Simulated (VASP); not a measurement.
# InP (I-4m2) in VASP: G0W0 quasiparticle levels with PBE

Aim: the G0W0 quasiparticle levels of InP with PBE.

Program: VASP 6.6.1. These are calculated values, not measurements. Logs are shortened: lines on timing, memory, paths and dates and some standing lists are left out, and cuts for length are marked.

## 1. The cell of the first run

Symmetry: I-4m2, No. 119, tetragonal system. The conventional cell has a = 4.177 Å, b = 4.177 Å, c = 5.878 Å, α = 90.00°, β = 90.00°, γ = 90.00°. In (site symmetry -4m2) has 4 P at 2.55 Å within 3.4 Å. Within 3.4 Å of P (site symmetry -4m2) lie 4 In at 2.55 Å.

## 2. G0W0 quasiparticle levels, PBE

The input, POSCAR:

```
InP
1.0
    0.0000000000      2.9537876392      2.9390187010
    2.9537876392      0.0000000000      2.9390187010
    2.9537876392      2.9537876392      0.0000000000
In P
1 1
Direct
    0.0000000000      0.0000000000      0.0000000000
    0.2500000000      0.2500000000      0.2500000000
```

The input, INCAR.step1:

```
PREC     = Accurate       # precision mode
ENCUT    = 500            # plane-wave cutoff, eV
EDIFF    = 1E-8           # SCF threshold, eV
ISMEAR   = 0              # smearing method
SIGMA    = 0.01           # smearing width, eV
LREAL    = False          # projectors in reciprocal space
LASPH    = True           # aspherical terms in the spheres
NELM     = 80             # most SCF steps
ALGO     = Normal         # electronic algorithm
LWAVE    = True           # write WAVECAR
LCHARG   = False          # write CHGCAR
GGA      = PE             # functional
```

The input, INCAR.step2:

```
PREC     = Accurate       # precision mode
ENCUT    = 500            # plane-wave cutoff, eV
EDIFF    = 1E-8           # SCF threshold, eV
ISMEAR   = 0              # smearing method
SIGMA    = 0.01           # smearing width, eV
LREAL    = False          # projectors in reciprocal space
LASPH    = True           # aspherical terms in the spheres
NELM     = 1              # most SCF steps
ALGO     = Exact          # electronic algorithm
LWAVE    = True           # write WAVECAR
LCHARG   = False          # write CHGCAR
GGA      = PE             # functional
NBANDS   = 222            # bands
LOPTICS  = True           # frequency-dependent dielectric function
ISTART   = 1
```

The input, INCAR.step3:

```
PREC     = Accurate       # precision mode
ENCUT    = 500            # plane-wave cutoff, eV
EDIFF    = 1E-8           # SCF threshold, eV
ISMEAR   = 0              # smearing method
SIGMA    = 0.01           # smearing width, eV
LREAL    = False          # projectors in reciprocal space
LASPH    = True           # aspherical terms in the spheres
ALGO     = EVGW0          # electronic algorithm
LWAVE    = False          # write WAVECAR
LCHARG   = False          # write CHGCAR
GGA      = PE             # functional
NELMGW   = 1            
NBANDS   = 222            # bands
ENCUTGW  = 150.0          # cutoff of the response function
NOMEGA   = 96             # frequency points
PRECFOCK = Fast         
ISTART   = 1            
NBANDSGW = 17           
OMEGAMAX = 20
```

The input, KPOINTS:

```
regular mesh
0
Gamma
  4 4 4
```

Potentials or basis: VASP PAW PBE potentials, release 64 (In_d_GW, P_GW).

Run with:

```bash
cat potpaw_PBE.64/In_d_GW/POTCAR potpaw_PBE.64/P_GW/POTCAR > POTCAR
cp INCAR.step1 INCAR
mpirun -np 1 vasp_std > vasp.out
cp INCAR.step2 INCAR
mpirun -np 1 vasp_std > vasp.out
cp INCAR.step3 INCAR
mpirun -np 1 vasp_std > vasp.out
```

OUTCAR:

```text
PREC = Accurate
   ENCUT = 500
   EDIFF = 1E-8
   ISMEAR = 0
   LREAL = False
   LASPH = True
   GGA = PE
   NELMGW = 1
   ENCUTGW = 150.0
   PRECFOCK = Fast
   ISTART = 1

 ion  position               nearest neighbor table
   1  0.000  0.000  0.000-   2 2.55   2 2.55   2 2.55   2 2.55
   2  0.250  0.250  0.250-   1 2.55   1 2.55   1 2.55   1 2.55

  LATTYP: Found a body centered tetragonal cell.
 ALAT       =     4.1772865397
 C/A-ratio  =     1.4071424946

  Lattice vectors:

 A1 = (   0.0000000000,  -2.9537876392,  -2.9390187010)
 A2 = (   0.0000000000,   2.9537876392,  -2.9390187010)
 A3 = (   2.9537876392,   0.0000000000,   2.9390187010)

Analysis of symmetry for initial positions (statically):
=====================================================================
 Subroutine PRICEL returns:
 Original cell was already a primitive cell.

 Routine SETGRP: Setting up the symmetry group for a
 body centered tetragonal supercell.

 Subroutine GETGRP returns: Found  8 space group operations
 (whereof  8 operations were pure point group operations)
 out of a pool of 16 trial point group operations.

The static configuration has the point symmetry D_2d.

Analysis of symmetry for dynamics (positions and initial velocities):
=====================================================================
 Subroutine PRICEL returns:
 Original cell was already a primitive cell.

 Routine SETGRP: Setting up the symmetry group for a
 body centered tetragonal supercell.

 Subroutine GETGRP returns: Found  8 space group operations
 (whereof  8 operations were pure point group operations)
 out of a pool of 16 trial point group operations.

The dynamic configuration has the point symmetry D_2d.

 Subroutine INISYM returns: Found  8 space group operations
 (whereof  8 operations are pure point group operations),
 and found     1 'primitive' translations

----------------------------------------------------------------------------------------

                                     Primitive cell

  volume of cell :      51.2851

  direct lattice vectors                    reciprocal lattice vectors
     0.000000000  2.953787639  2.939018701    -0.169274187  0.169274187  0.170124811
     2.953787639  0.000000000  2.939018701     0.169274187 -0.169274187  0.170124811
     2.953787639  2.953787639  0.000000000     0.169274187  0.169274187 -0.170124811

  length of vectors
     4.166856410  4.166856410  4.177286540     0.293683421  0.293683421  0.293683421

  position of ions in fractional coordinates (direct lattice)
     0.000000000  0.000000000  0.000000000
     0.250000000  0.250000000  0.250000000

  ion indices of the primitive-cell ions
   primitive index   ion index
                 1           1
                 2           2

----------------------------------------------------------------------------------------

 KPOINTS: regular mesh

Automatic generation of k-mesh.
 Grid dimensions read from file:
 generate k-points for:    4    4    4

 Generating k-lattice:

  Cartesian coordinates                     Fractional coordinates (reciprocal lattice)
    -0.042318547  0.042318547  0.042531203     0.250000000  0.000000000  0.000000000
     0.042318547 -0.042318547  0.042531203     0.000000000  0.250000000  0.000000000
     0.042318547  0.042318547 -0.042531203    -0.000000000 -0.000000000  0.250000000

  Length of vectors
     0.073420855  0.073420855  0.073420855

  Shift w.r.t. Gamma in fractional coordinates (k-lattice)
     0.000000000  0.000000000  0.000000000

 Subroutine IBZKPT returns following result:
 ===========================================

 Found     13 irreducible k-points:

 Following reciprocal coordinates:
            Coordinates               Weight
  0.000000  0.000000  0.000000      1.000000
  0.250000  0.000000  0.000000      8.000000
  0.500000  0.000000  0.000000      4.000000
  0.250000  0.250000  0.000000      2.000000
  0.500000  0.250000  0.000000      8.000000
 -0.250000  0.250000  0.000000      4.000000
  0.500000  0.500000  0.000000      1.000000
  0.250000  0.000000  0.250000      4.000000
  0.500000 -0.000000  0.250000     16.000000
 -0.250000  0.000000  0.250000      8.000000
 -0.250000  0.500000  0.250000      4.000000
  0.500000  0.000000  0.500000      2.000000
 -0.250000  0.250000  0.500000      2.000000
   k-points           NKPTS =     13   k-points in BZ     NKDIM =     64   number of bands    NBANDS=    222
   number of dos      NEDOS =    301   number of ions     NIONS =      2
   total plane-waves  NPLWV =  27000
   dimension x,y,z NGX =    30 NGY =   30 NGZ =   30
   dimension x,y,z NGXF=    60 NGYF=   60 NGZF=   60
   ions per type =               1   1
   NGX,Y,Z   is equivalent  to a cutoff of  11.97, 11.97, 11.94 a.u.
   NGXF,Y,Z  is equivalent  to a cutoff of  23.94, 23.94, 23.88 a.u.
 SYSTEM =  unknown system
   PREC   = accura    normal or accurate (medium, high low for compatibility)
   ISTART =      1    job   : 0-new  1-cont  2-samecut
   ICHARG =      0    charge: 1-file 2-atom 10-const
   ISPIN  =      1    spin polarized calculation?
   LNONCOLLINEAR =      F non collinear calculations
   LSORBIT =      F    spin-orbit coupling
   LASPH  =      T    aspherical Exc in radial PAW
   ENCUT  =  500.0 eV  36.75 Ry    6.06 a.u.   7.60  7.60  7.62*2*pi/ulx,y,z
   NELM   =     60;   NELMIN=  2; NELMDL=  0     # of ELM steps
   EDIFF  = 0.1E-07   stopping-criterion for ELM
   LREAL  =      F    real-space projection
   EDIFFG = 0.1E-06   stopping-criterion for IOM
   NSW    =      0    number of steps for IOM
   IBRION =     -1    ionic relax: 0-MD 1-quasi-New 2-CG
   NFREE  =      0    steps in history (QN), initial steepest desc. (CG)
   ISIF   =      0    stress and relaxation
   ISYM   =      3    0-nonsym 1-usesym 2-fastsym
   POTIM  = 0.5000    time-step for ionic-motion
   TEBEG  =    0.0;   TEEND  =   0.0 temperature during run
   PSTRESS=    0.0 pullay stress
   NELECT =      18.0000    total number of electrons
   NUPDOWN=      -1.0000    fix difference up-down
   EMIN   =  10.00;   EMAX   =-10.00  energy-range for DOS
   EFERMI =   0.00;   METHOD = LEGACY
   ISMEAR =     0;   SIGMA  =   0.01  broadening in eV -4-tet -1-fermi 0-gaus
   EFERMI_NEDOS =   21; number of points for ismear=-14 and -15
   IALGO  =     38    algorithm
   IMIX   =      4    mixing-type and parameters
     AMIX     =   0.40;   BMIX     =  1.00
     AMIX_MAG =   1.60;   BMIX_MAG =  1.00
  volume/ion in A,a.u.               =      25.64       173.04
  Fermi-wavevector in a.u.,A,eV,Ry     =   1.154787  2.182232 18.143831  1.333534
  Thomas-Fermi vector in A             =   2.291421
   LORBIT       =      0    0 simple, 1 ext, 2 COOP (PROOUT), +10 PAW based schemes
   GGA     = PE    functional components
   LHFCALC =     T    Hartree Fock is set to
   PRECFOCK=fast      Normal, Fast or Accurate (Low or Medium for compatibility)
   ENCUT4O =  -1.0   cutoff for four orbital integrals eV
   NKREDX  =     1    reduce k-point grid by
   NKREDY  =     1    reduce k-point grid by
   NKREDZ  =     1    reduce k-point grid by
   AEXX    =    1.0000 exact exchange contribution
   HFSCREEN=    0.0000 screening length (either q_TF or 0.3 A-1)
   HFSCREENC=   0.0000 screening length for correlation (either q_TF or 0.3 A-1)
   ENCUTFOCK=  -1.0 apply spherical cutoff to Coloumb kernel
   IVDW    =     0    specifies the selected vdW correction
   LEPSILON=     F    determine dielectric tensor
   LRPA    =     F    only Hartree local field effects (RPA)
   LRPAFORCE           =     F    calculate RPA forces
   ENCUTGW             = 150.0    cutoff for response function in eV
   ENCUTGWSOFT         = 120.0    soft cutoff for Coulomb kernel in GW response function in eV
   ENCUTLF             =  -1.0    cutoff for local field effects
   NELMGW              =     1    number of iterations in solving QP/BSE equation
   NELMHF              =     1    number of iterations in the inner HF iteration
   NKREDLFX            =     1    NKREDLFY  =   1   NKREDLFZ  =   1
 non-spin polarized calculation
 Gauss-broadening in eV      SIGMA  =   0.01
  energy-cutoff  :      500.00
  volume of cell :       51.29
 maximum number of plane-waves:      1318
  NGX = 18; NGY = 18; NGZ = 18
   NGX = 15   NGY = 15   NGZ = 15
 maximum number of plane-waves:       222
 NGX is ok and might be reduce to    18

 QP shifts <psi_nk| G(iteration)W_0 |psi_nk>: iteration 1
 for sc-GW calculations column KS-energies equals QP-energies in previous step
 and V_xc(KS)=  KS-energies - (<T + V_ion + V_H > + <T+V_H+V_ion>^1  + <V_x>^1)

 k-point   1 :       0.0000    0.0000    0.0000
  band No.  KS-energies  QP-energies   sigma(KS)   V_xc(KS)     V^pw_x(r,r')   Z            occupation Imag(sigma)

      1     -10.4355     -12.5010     -19.5857     -16.5997     -25.3328       0.6917       2.0000       0.2067
      2     -10.4355     -12.5010     -19.5857     -16.5997     -25.3328       0.6917       2.0000       0.2067
      3     -10.4334     -12.4993     -19.5873     -16.6014     -25.3353       0.6919       2.0000       0.2055
      4     -10.2946     -12.3988     -19.7132     -16.6841     -25.3543       0.6947       2.0000       0.1339
      5     -10.2946     -12.3988     -19.7132     -16.6841     -25.3543       0.6947       2.0000       0.1339
      6      -7.6176      -7.9997     -11.9146     -11.2748     -18.2089       0.5973       2.0000       0.8398
[... 9 lines left out ...]
     16      13.1800      13.2757     -10.0169     -10.1490      -4.5300       0.7243       0.0000      -0.2517
     17      14.8683      14.5758      -7.9125      -7.5174      -2.2338       0.7402       0.0000      -0.4691

 k-point   2 :       0.2500    0.0000    0.0000
  band No.  KS-energies  QP-energies   sigma(KS)   V_xc(KS)     V^pw_x(r,r')   Z            occupation Imag(sigma)

      1     -10.4904     -12.4858     -19.3765     -16.4720     -25.2002       0.6870       2.0000       0.2257
      2     -10.4132     -12.4898     -19.6155     -16.6237     -25.3538       0.6941       2.0000       0.2037
      3     -10.4132     -12.4898     -19.6155     -16.6237     -25.3538       0.6941       2.0000       0.2037
      4     -10.2920     -12.3969     -19.7139     -16.6869     -25.3597       0.6954       2.0000       0.1356
      5     -10.2920     -12.3969     -19.7139     -16.6869     -25.3597       0.6954       2.0000       0.1356
      6      -6.9618      -7.4053     -12.2642     -11.5670     -18.2740       0.6361       2.0000       0.8249
[... 9 lines left out ...]
     16      12.8635      12.5586      -7.7176      -7.3043      -2.3100       0.7378       0.0000      -0.2762
     17      16.0183      15.8496      -8.8953      -8.6650      -2.8764       0.7323       0.0000      -0.5121

 k-point   3 :       0.5000    0.0000    0.0000
  band No.  KS-energies  QP-energies   sigma(KS)   V_xc(KS)     V^pw_x(r,r')   Z            occupation Imag(sigma)
[... 190 lines left out ...]
      1     -10.6046     -12.5221     -19.1482     -16.3295     -25.0636       0.6803       2.0000       0.2535
      2     -10.3409     -12.4238     -19.6100     -16.5982     -25.2683       0.6916       2.0000       0.1431
      3     -10.3374     -12.4314     -19.7263     -16.7184     -25.4424       0.6962       2.0000       0.1914
      4     -10.3374     -12.4314     -19.7263     -16.7184     -25.4424       0.6962       2.0000       0.1914
      5     -10.2623     -12.3687     -19.7470     -16.7226     -25.3988       0.6965       2.0000       0.1358
      6      -5.3211      -5.7676     -13.0535     -12.3816     -18.5372       0.6647       2.0000       0.6659
[... 9 lines left out ...]
     16      15.4605      15.4970     -10.2637     -10.3137      -4.2368       0.7304       0.0000      -0.4744
     17      15.4808      15.5303     -10.3164     -10.3841      -4.2765       0.7317       0.0000      -0.4786

 k-point  13 :      -0.2500    0.2500    0.5000
  band No.  KS-energies  QP-energies   sigma(KS)   V_xc(KS)     V^pw_x(r,r')   Z            occupation Imag(sigma)

      1     -10.5726     -12.4826     -19.1682     -16.3582     -25.0930       0.6797       2.0000       0.2560
      2     -10.3789     -12.4600     -19.6647     -16.6600     -25.3811       0.6926       2.0000       0.1878
      3     -10.3455     -12.4341     -19.6853     -16.6833     -25.4018       0.6957       2.0000       0.1889
      4     -10.3122     -12.4073     -19.6868     -16.6658     -25.3430       0.6935       2.0000       0.1390
      5     -10.2812     -12.3839     -19.7182     -16.6952     -25.3699       0.6956       2.0000       0.1378
      6      -5.2469      -5.7020     -13.1982     -12.5195     -18.6675       0.6704       2.0000       0.6579
[... 9 lines left out ...]
     16      15.6380      15.7651     -10.3280     -10.5052      -3.9956       0.7176       0.0000      -0.5077
     17      15.6758      15.5617      -9.4509      -9.2947      -3.3842       0.7303       0.0000      -0.5104
```

It took 23 min on 1 thread of Intel Xeon 8259CL, shared host; peak memory 0.71 GiB.

What came out:

- Quasiparticle gap: 1.10 eV
- Least direct quasiparticle gap: 1.10 eV
- Band gap of the starting levels on the mesh: 0.58 eV
- Least direct gap of the starting levels on the mesh: 0.58 eV

Caveat: the k points lie up to 0.46 Å⁻¹ apart; bands, screening cutoff and mesh are small and nothing is extrapolated, so the quasiparticle values aren't converged; spin-orbit coupling is left out, which moves the levels of the heavy elements.
